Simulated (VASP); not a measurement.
# Mg (P6_3/mmc) in VASP: a series of runs

Runs on Mg. Level: PBEsol. Tasks: single point, relaxation of cell and atoms.

Program: VASP 6.6.1. These are calculated values, not measurements. Logs are shortened: lines on timing, memory, paths and dates and some standing lists are left out, and cuts for length are marked.

## (1) The cell of the first run

The structure is hexagonal, space group P6_3/mmc (No. 194). The conventional cell has a = 3.165 Å, b = 3.165 Å, c = 10.446 Å, α = 90.00°, β = 90.00°, γ = 120.00°. Within 4.2 Å of Mg (site symmetry -6m2) lie 12 Mg at 3.17 to 3.19 Å. Mg (site symmetry -3m) has 12 Mg at 3.17 to 3.19 Å within 4.2 Å.

## (2) Single point, PBEsol

INCAR

```
SYSTEM = Mg
PREC = Accurate
ENCUT = 520
EDIFF = 1E-6
ISMEAR = -1
SIGMA = 0.05
LREAL = .False.
LASPH = .True.
NELM = 60
ALGO = Normal
ISIF = 2
LWAVE = .False.
LCHARG = .False.
GGA = PS
NBANDS = 12
```

KPOINTS

```
regular mesh
0
Gamma
  10 10 3
  0 0 0
```

POSCAR

```
Mg
1.0
    3.1652125916      0.0000000000      0.0000000000
   -1.5826062958      2.7411545127      0.0000000000
    0.0000000000      0.0000000000     10.4462306645
Mg
4
Direct
    0.6666666667      0.3333333333      0.7500000000
    0.0000000000      0.0000000000      0.5000000000
    0.3333333333      0.6666666667      0.2500000000
    0.0000000000      0.0000000000      0.0000000000
```

Potentials or basis: VASP PAW PBE potentials, release 64 (Mg).

Run with:

```
$ cat potpaw_PBE.64/Mg/POTCAR > POTCAR
$ mpirun -np 1 vasp_std > vasp.out
```

OUTCAR:

```text
SYSTEM = Mg
   PREC = Accurate
   ENCUT = 520
   EDIFF = 1E-6
   ISMEAR = -1
   LREAL = .False.
   LASPH = .True.
   NELM = 60
   ISIF = 2
   GGA = PS

 ion  position               nearest neighbor table
   1  0.667  0.333  0.750-   2 3.19   4 3.19   2 3.19   4 3.19   2 3.19   4 3.19
   2  0.000  0.000  0.500-   1 3.19   3 3.19   3 3.19   1 3.19   1 3.19   3 3.19
   3  0.333  0.667  0.250-   2 3.19   4 3.19   2 3.19   4 3.19   2 3.19   4 3.19
   4  0.000  0.000  0.000-   1 3.19   3 3.19   3 3.19   1 3.19   1 3.19   3 3.19

  LATTYP: Found a hexagonal cell.
 ALAT       =     3.1652125916
 C/A-ratio  =     3.3003251321

  Lattice vectors:

 A1 = (   3.1652125916,   0.0000000000,   0.0000000000)
 A2 = (  -1.5826062958,   2.7411545127,   0.0000000000)
 A3 = (   0.0000000000,   0.0000000000,  10.4462306645)

Analysis of symmetry for initial positions (statically):
=====================================================================
 Subroutine PRICEL returns:
 Original cell was already a primitive cell.

 Routine SETGRP: Setting up the symmetry group for a
 hexagonal supercell.

 Subroutine GETGRP returns: Found 24 space group operations
 (whereof 12 operations were pure point group operations)
 out of a pool of 24 trial point group operations.

The static configuration has the point symmetry D_3d.
 The point group associated with its full space group is D_6h.

Analysis of symmetry for dynamics (positions and initial velocities):
=====================================================================
 Subroutine PRICEL returns:
 Original cell was already a primitive cell.

 Routine SETGRP: Setting up the symmetry group for a
 hexagonal supercell.

 Subroutine GETGRP returns: Found 24 space group operations
 (whereof 12 operations were pure point group operations)
 out of a pool of 24 trial point group operations.

The dynamic configuration has the point symmetry D_3d.
 The point group associated with its full space group is D_6h.

 Subroutine INISYM returns: Found 24 space group operations
 (whereof 12 operations are pure point group operations),
 and found     1 'primitive' translations

----------------------------------------------------------------------------------------

                                     Primitive cell

  volume of cell :      90.6350

  direct lattice vectors                    reciprocal lattice vectors
     3.165212592  0.000000000  0.000000000     0.315934545  0.182404895  0.000000000
    -1.582606296  2.741154513  0.000000000     0.000000000  0.364809789  0.000000000
     0.000000000  0.000000000 10.446230664     0.000000000  0.000000000  0.095728309

  length of vectors
[... 95 lines left out ...]
   TEBEG  =    0.0;   TEEND  =   0.0 temperature during run
   PSTRESS=    0.0 pullay stress
   NELECT =       8.0000    total number of electrons
   NUPDOWN=      -1.0000    fix difference up-down
   EMIN   =  10.00;   EMAX   =-10.00  energy-range for DOS
   EFERMI =   0.00;   METHOD = LEGACY
   ISMEAR =    -1;   SIGMA  =   0.05  broadening in eV -4-tet -1-fermi 0-gaus
   EFERMI_NEDOS =   21; number of points for ismear=-14 and -15
   IALGO  =     38    algorithm
   IMIX   =      4    mixing-type and parameters
     AMIX     =   0.40;   BMIX     =  1.00
     AMIX_MAG =   1.60;   BMIX_MAG =  1.00
  volume/ion in A,a.u.               =      22.66       152.91
  Fermi-wavevector in a.u.,A,eV,Ry     =   0.728908  1.377437  7.228872  0.531307
  Thomas-Fermi vector in A             =   1.820498
   LORBIT       =      0    0 simple, 1 ext, 2 COOP (PROOUT), +10 PAW based schemes
   GGA     = PS    functional components
   LHFCALC =     F    Hartree Fock is set to
   AEXX    =    0.0000 exact exchange contribution
   IVDW    =     0    specifies the selected vdW correction
   LEPSILON=     F    determine dielectric tensor
   LRPA    =     F    only Hartree local field effects (RPA)
 non-spin polarized calculation
  energy-cutoff  :      520.00
  volume of cell :       90.64
 maximum number of plane-waves:      2460
 NGX is ok and might be reduce to    24
   NGX = 11   NGY = 11   NGZ = 39

 number of electron       8.0000000 magnetization

 Free energy of the ion-electron system (eV)
  ---------------------------------------------------
  ext. energy  EPLUGINS =         0.00000000
  ---------------------------------------------------
  free energy    TOTEN  =        -6.87847589 eV

  energy without entropy =       -6.86210030  energy(sigma->0) =       -6.87028810

 E-fermi :   2.7813     XC(G=0):  -8.5749

 val. band max:        2.7621153961   @ k =   0.4000   0.2000   0.0000
 cond. band min:       2.7838251178   @ k =   0.3000   0.3000   0.0000
 fundamental gap:      0.0217097217
 Fermi energy:         2.7812649538

 k-point     1 :       0.0000    0.0000    0.0000
  band No.  band energies     occupation
      1      -4.3260      2.00000
      2      -2.9532      2.00000
      3      -2.9521      2.00000
      4       0.8684      2.00000
      5       1.2715      2.00000
      6       7.4747      0.00000
      7       7.4819      0.00000
      8      13.8633      0.00000
      9      13.8633      0.00000
     10      13.9570      0.00000
     11      13.9570      0.00000
     12      14.6305      0.00000
[... 331 lines left out ...]
 k-point    24 :       0.4000    0.1000    0.3333
  band No.  band energies     occupation
      1      -0.0575      2.00000
      2       0.3765      2.00000
      3       1.7876      2.00000
      4       1.9303      2.00000
      5       2.5375      1.98484
      6       3.4199      0.00001
      7       4.1333      0.00000
      8       5.3031      0.00000
      9       6.6876      0.00000
     10       7.4978      0.00000
     11       8.1135      0.00000
     12       8.7712      0.00000

 [... further k-points ...]
[... 5 lines left out ...]
  --------------------------------------------------------------------------------------
  -------------------------------------------------------------------------------------
  Total       -0.0151100     -0.0151100     -0.0315708      0.0000000      0.0000000      0.0000000
  in kB       -0.2671039     -0.2671039     -0.5580851      0.0000000      0.0000000      0.0000000
  external PRESSURE =      -0.3640976 kB  Pullay stress =       0.0000000 kB

 VOLUME and BASIS-vectors are now :
 -----------------------------------------------------------------------------
  energy-cutoff  :      520.00
  volume of cell :       90.64
      direct lattice vectors                 reciprocal lattice vectors
     3.165212592  0.000000000  0.000000000     0.315934545  0.182404895  0.000000000
    -1.582606296  2.741154513  0.000000000     0.000000000  0.364809789  0.000000000
     0.000000000  0.000000000 10.446230664     0.000000000  0.000000000  0.095728309

 POSITION                                       TOTAL-FORCE (eV/Angst)
 -----------------------------------------------------------------------------------
      1.58261      0.91372      7.83467        -0.000000      0.000000     -0.000000
      0.00000      0.00000      5.22312         0.000000      0.000000      0.000000
     -0.00000      1.82744      2.61156        -0.000000     -0.000000      0.000000
      0.00000      0.00000      0.00000         0.000000      0.000000      0.000000
 -----------------------------------------------------------------------------------
    total drift:                                0.000000     -0.000000      0.000000

  FREE ENERGIE OF THE ION-ELECTRON SYSTEM (eV)
  ---------------------------------------------------
  free  energy   TOTEN  =        -6.8784758942 eV

  energy  without entropy=       -6.8621003022  energy(sigma->0) =       -6.87028810
```

OSZICAR:

```text
N       E                     dE             d eps       ncg     rms          rms(c)
DAV:   1     0.270505013015E+01    0.27051E+01   -0.25126E+03   672   0.470E+02
DAV:   2    -0.663554922780E+01   -0.93406E+01   -0.88643E+01   852   0.566E+01
DAV:   3    -0.691688981521E+01   -0.28134E+00   -0.27884E+00   912   0.739E+00
DAV:   4    -0.691837043425E+01   -0.14806E-02   -0.14803E-02   852   0.622E-01
DAV:   5    -0.691838642484E+01   -0.15991E-04   -0.15990E-04   892   0.658E-02    0.132E+00
DAV:   6    -0.689725943098E+01    0.21127E-01   -0.13884E-03   832   0.234E-01    0.840E-01
DAV:   7    -0.687848741681E+01    0.18772E-01   -0.54445E-03   756   0.423E-01    0.410E-02
DAV:   8    -0.687847780596E+01    0.96108E-05   -0.55416E-05   944   0.414E-02    0.751E-03
DAV:   9    -0.687847593676E+01    0.18692E-05   -0.20984E-06   816   0.733E-03    0.881E-04
DAV:  10    -0.687847589425E+01    0.42513E-07   -0.21348E-07   568   0.152E-03
   1 F= -.68784759E+01 E0= -.68702881E+01  d E =-.163756E-01
```

Wall time 9.6 s (1 thread of Intel Xeon 6975P-C (Granite Rapids), shared host); peak memory 0.2 GiB.

What came out:

```
Free energy            : -6.8785 eV
Pressure               : 0.0 GPa
Band gap on the k mesh : zero (bands 4 and 5 overlap by 1.98 eV)
```

Caveat: the PAW data sets were made with another functional, which shifts forces and pressure a little.

## (3) Relaxation of cell and atoms, PBEsol, target pressure 2 GPa, at which the enthalpy is minimised

This run uses another cell than the first one, of 22.55 Å³/atom.

INCAR

```
SYSTEM = Mg
ALGO = Fast ; EDIFF = 1E-6
EDIFFG = -0.01 ; ENCUT = 600
GGA = PS ; IBRION = 2
ISIF = 3 ; ISMEAR = -1
LASPH = .True. ; LCHARG = .False.
LREAL = .False. ; LWAVE = .False.
NELM = 80 ; NSW = 60
PREC = Accurate ; PSTRESS = 20.0
SIGMA = 0.05
```

KPOINTS

```
k-points
0
Gamma
  10 10 3
  0 0 0
```

POSCAR

```
Mg
1.0
    3.1768261656      0.0000000000      0.0000000000
   -1.5884130828      2.7512121628      0.0000000000
    0.0000000000      0.0000000000     10.3188620100
Mg
4
Direct
    0.6666666667      0.3333333333      0.7500000000
    0.0000000000      0.0000000000      0.5000000000
    0.3333333333      0.6666666667      0.2500000000
    0.0000000000      0.0000000000      0.0000000000
```

Potentials or basis: VASP PAW PBE potentials, release 64 (Mg).

Run with:

```
$ cat potpaw_PBE.64/Mg/POTCAR > POTCAR
$ mpirun -np 1 vasp_std > vasp.out
```

It took 33 s on 1 thread of Intel Xeon 6975P-C (Granite Rapids), shared host; peak memory 0.25 GiB.

It converged, with:

| Item | Value |
| --- | --- |
| Free energy | -6.8526 eV |
| Relaxed volume | 21.55 Å³/atom |
| Relaxed cell | a = 3.114 Å, b = 3.114 Å, c = 10.264 Å, α = 90.00°, β = 90.00°, γ = 120.00° |
| Space group after relaxing (to 0.1 Å) | P6_3/mmc (No. 194) |
| Energy change on relaxing (the run minimises the enthalpy) | +5.8 meV/atom |
| Ionic steps | 5 |
| Pressure after relaxing | 2.0 GPa |
| Band gap on the k mesh | zero (bands 4 and 5 overlap by 1.95 eV) |

The path:
| step | energy change (eV) | largest force (eV/Å) | pressure (GPa) | volume (Å³) |
| --- | --- | --- | --- | --- |
| 1 | 0.0000 | 0.0000 | 0.13 | 90.19 |
| 2 | 0.0172 | 0.0000 | 1.70 | 86.79 |
| 3 | 0.0248 | 0.0000 | 2.05 | 86.11 |
| 4 | 0.0238 | 0.0000 | 2.03 | 86.16 |
| 5 | 0.0230 | 0.0000 | 2.02 | 86.20 |

Final structure:
```
Mg
1.0
     3.11409    0.00000    0.00000
    -1.55704    2.69688    0.00000
     0.00000    0.00000   10.26398
Mg
4
Direct
  0.66667 0.33333 0.75000
  0.00000 0.00000 0.50000
  0.33333 0.66667 0.25000
  0.00000 0.00000 0.00000
```

Levels at points of the mesh, in eV from the Fermi level:
```tsv
k point	band 2	band 3	band 4	band 5	band 6	band 7
(0.00, 0.00, 0.00)	-5.90	-5.90	-1.99	-1.49	4.86	4.87
(0.50, 0.00, 0.00)	-2.27	-1.25	-1.19	-0.61	-0.55	2.69
```

Caveat: the cell is relaxed towards a set pressure, so the run minimises the enthalpy, not the energy; the PAW data sets were made with another functional, which shifts forces and pressure a little.

## (4) Relaxation of cell and atoms, PBEsol, target pressure 5 GPa, at which the enthalpy is minimised

This run uses another cell than the first one, of 22.55 Å³/atom.

INCAR

```
PREC = Accurate
ENCUT = 600
EDIFF = 1E-7
ISMEAR = -1
SIGMA = 0.05
LREAL = False
LASPH = True
NELM = 80
ALGO = Normal
ISIF = 3
LWAVE = False
LCHARG = False
GGA = PS
IBRION = 2
NSW = 60
EDIFFG = -0.01
PSTRESS = 50.0
```

KPOINTS

```
Automatic mesh
0
Gamma
  10 10 3
```

POSCAR is that of step 3.

Run with:

```
$ cat potpaw_PBE.64/Mg/POTCAR > POTCAR
$ mpirun -np 1 vasp_std > vasp.out
```

Run time: 37 s. Hardware: 1 thread of Intel Xeon 6975P-C (Granite Rapids), shared host; peak memory 0.25 GiB.

Results (log left out):

```yaml
Free_energy: -6.7461 eV
Relaxed_volume: 20.31 Å³/atom
Relaxed_cell: a = 3.055 Å, b = 3.055 Å, c = 10.051 Å, α = 90.00°, β = 90.00°, γ = 120.00°
Space_group_after_relaxing_to_0.1_Å: P6_3/mmc (No. 194)
Energy_change_on_relaxing_the_run_minimises_the_enthalpy: +32.4 meV/atom
Ionic_steps: 5
Pressure_after_relaxing: 5.0 GPa
Band_gap_on_the_k_mesh: zero (bands 4 and 5 overlap by 1.92 eV)
```

The path:
```tsv
step	energy change (eV)	largest force (eV/Å)	pressure (GPa)	volume (Å³)
1	0.0000	0.0000	0.13	90.19
2	0.1209	0.0000	4.77	81.53
3	0.1313	0.0000	5.00	81.19
4	0.1308	0.0000	5.00	81.20
5	0.1296	0.0000	5.00	81.23
```

Final structure:
```
Mg
1.0
     3.05487    0.00000    0.00000
    -1.52743    2.64559    0.00000
     0.00000    0.00000   10.05074
Mg
4
Direct
  0.66667 0.33333 0.75000
  0.00000 0.00000 0.50000
  0.33333 0.66667 0.25000
  0.00000 0.00000 0.00000
```

Levels at points of the mesh, in eV from the Fermi level:
```
           k point  band 1  band 2  band 3  band 4  band 5  band 6  band 7  band 8
(0.00, 0.00, 0.00)   -7.59   -6.11   -6.11   -2.08   -1.47    5.07    5.08   11.73
(0.50, 0.00, 0.00)   -2.42   -2.35   -1.32   -1.23   -0.61   -0.53    2.77    2.86
```

Caveat: the cell is relaxed towards a set pressure, so the run minimises the enthalpy, not the energy; the PAW data sets were made with another functional, which shifts forces and pressure a little.

## (5) Summary

| task | cell | cutoff (eV) | gap on the mesh (eV) | pressure (GPa) |
| --- | --- | --- | --- | --- |
| single point | a = 3.165, b = 3.165, c = 10.446 Å, angles 90.0, 90.0, 120.0°, 4 atoms | 520 | none | 0.0 |
| relaxation of cell and atoms | relaxed to 2 GPa from a = 3.177, b = 3.177, c = 10.319 Å, angles 90.0, 90.0, 120.0°, 4 atoms | 600 | none | 2.0 |
| relaxation of cell and atoms | relaxed to 5 GPa from a = 3.177, b = 3.177, c = 10.319 Å, angles 90.0, 90.0, 120.0°, 4 atoms | 600 | none | 5.0 |

Alike in all rows: level PBEsol; potentials or basis VASP PAW PBE potentials, release 64 (Mg); no spin polarisation; k mesh 10 × 10 × 3; smearing fermi-dirac 0.05 eV.

Caveats: the PAW data sets were made with another functional, which shifts forces and pressure a little; the cell is relaxed towards a set pressure, so the run minimises the enthalpy, not the energy (at least some runs).

Total energies depend on the potentials used, so only differences within one code and one set of settings carry meaning.
